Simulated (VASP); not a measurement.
Wanted: the native input for a VASP 6.6.1 run.

```yaml
Task: relaxation of cell and atoms
Functional: PBE
Potentials_or_basis: VASP PAW PBE potentials, release 64 (In_d, P)
Cutoff: 600 eV
k_mesh: 6 × 6 × 6
Occupations: gaussian, width 0.1 eV
Spin: no spin polarisation
Dipole_correction: no
Further_INCAR_settings: ALGO = Normal; EDIFF = 1e-06; IBRION = 2; EDIFFG = -0.05; NSW = 80; ISIF = 3
```

The structure of InP lies in POSCAR:

```
InP
1.0
    0.0000000000      2.6074772671      2.6074772671
    2.6074772671      0.0000000000      2.6074772671
    2.6074772671      2.6074772671      0.0000000000
In P
1 1
Direct
    0.0000000000      0.0000000000      0.0000000000
    0.7500000000      0.7500000000      0.7500000000
```

One way to write it, as run:

INCAR

```
SYSTEM = InP
PREC     = Accurate       ! precision mode
ENCUT    = 600            ! plane-wave cutoff, eV
EDIFF    = 1E-6           ! SCF threshold, eV
ISMEAR   = 0              ! smearing method
SIGMA    = 0.1            ! smearing width, eV
LREAL    = .FALSE.        ! projectors in reciprocal space
LASPH    = .TRUE.         ! aspherical terms in the spheres
NELM     = 60             ! most SCF steps
ALGO     = Normal         ! electronic algorithm
ISIF     = 3              ! what is computed and relaxed
LWAVE    = .FALSE.        ! write WAVECAR
LCHARG   = .FALSE.        ! write CHGCAR
GGA      = PE             ! functional
IBRION   = 2              ! ionic algorithm
NSW      = 80             ! ionic steps
EDIFFG   = -0.05          ! ionic threshold
```

KPOINTS

```
Automatic mesh
0
G
  6 6 6
  0 0 0
```

Potentials or basis: VASP PAW PBE potentials, release 64 (In_d, P).

Command:

```bash
$ cat potpaw_PBE.64/In_d/POTCAR potpaw_PBE.64/P/POTCAR > POTCAR
$ mpirun -np 1 vasp_std > vasp.out
```

Results of the run:

The relaxed volume is 26.43 Å³/atom, the relaxed cell is a = 4.213 Å, b = 4.213 Å, c = 4.213 Å, α = 60.00°, β = 60.00°, γ = 60.00° and the space group after relaxing (to 0.05 Å) is F-43m (No. 216). The energy gained by relaxing is 1108.8 meV/atom. The ionic steps are 5. The pressure after relaxing is 0.0 GPa and the band gap on the k mesh is 0.44 eV, direct.

Caveat: the volume moved by over 15 % at a fixed basis, so the end points are rough; spin-orbit coupling is left out, which moves the levels of the heavy elements.

Run time: 52 s on 1 thread of Intel(R) Xeon(R) 6975P-C (Granite Rapids), with other jobs on the host, peak memory 0.17 GiB.
